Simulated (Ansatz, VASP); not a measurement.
## SnTe: VASP beside Ansatz

```
Sn Te
1.0
     0.00000    3.11226    3.11226
     3.11226    0.00000    3.11226
     3.11226    3.11226    0.00000
Sn Te
1 1
Direct
  0.00000 0.00000 0.00000
  0.50000 0.50000 0.50000
```

Alike in both runs: task single point; functional PBEsol; k mesh 10 × 10 × 10; occupations gaussian, width 0.01 eV; no spin polarisation.

|  | VASP | Ansatz |
| --- | --- | --- |
| version | VASP 6.6.1 | Ansatz 0.2.0 |
| potentials or method | VASP PAW PBE potentials, release 64 (Sn_d, Te), cutoff 520 eV | scalar-relativistic, plane waves, PAW |
| valence electrons in the cell | 20 | 30 |

```csv
,VASP,Ansatz,Ansatz less VASP
gap on the k mesh at the Fermi level (eV),0.25,0.25,-0.001
least direct gap on the mesh (eV),0.25,0.25,-0.001
pressure (GPa),1.5,1.5,+0.01
```

VASP's potentials were made for PBE, not for PBEsol. The functional is the same, so the differences come from potentials, cutoffs and numerics. VASP's potentials hold 20 valence electrons a cell and Ansatz's 30, so a difference there can come from the potentials and not from the codes.

Spin-orbit coupling is off throughout.
